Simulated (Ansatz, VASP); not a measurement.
Two plane-wave programs on BaTe

```
CELL_PARAMETERS angstrom
0.05104 3.53238 3.53238
3.53238 0.05104 3.53238
3.58342 3.58342 0.00000
ATOMIC_POSITIONS crystal
Ba 0.00000 0.00000 0.00000
Te 0.50000 0.50000 0.50000
```

Change from the starting cell: shear_xy strain +2.9%.

Alike in both runs: task single point; functional HSE06; k mesh 4 × 4 × 4; no spin polarisation.

|  | VASP | Ansatz |
| --- | --- | --- |
| version | VASP 6.6.1 | Ansatz 0.2.0 |
| potentials or method | VASP PAW PBE potentials, release 64 (Ba_sv, Te) | plane waves, PAW |
| plane-wave cutoff (eV) | 520 | 420 |
| occupations | gaussian, width 0.01 eV | fixed |
| valence electrons in the cell | 16 | 26 |

VASP gave:

* gap on the k mesh at the Fermi level (eV): 2.24
* pressure (GPa): 0.0
* traceless stress, the component that is largest in VASP (GPa): -0.36

Problem. Estimate Ansatz's values.

Solution. gap on the k mesh at the Fermi level (eV): 2.29; pressure (GPa): -0.2; traceless stress, the component that is largest in VASP (GPa): -0.36.

VASP's potentials hold 16 valence electrons a cell and Ansatz's 26, so a difference there can come from the potentials and not from the codes. Ansatz's warnings: stress exchange threshold loose, stress scf threshold loose.

Spin-orbit coupling is off throughout.
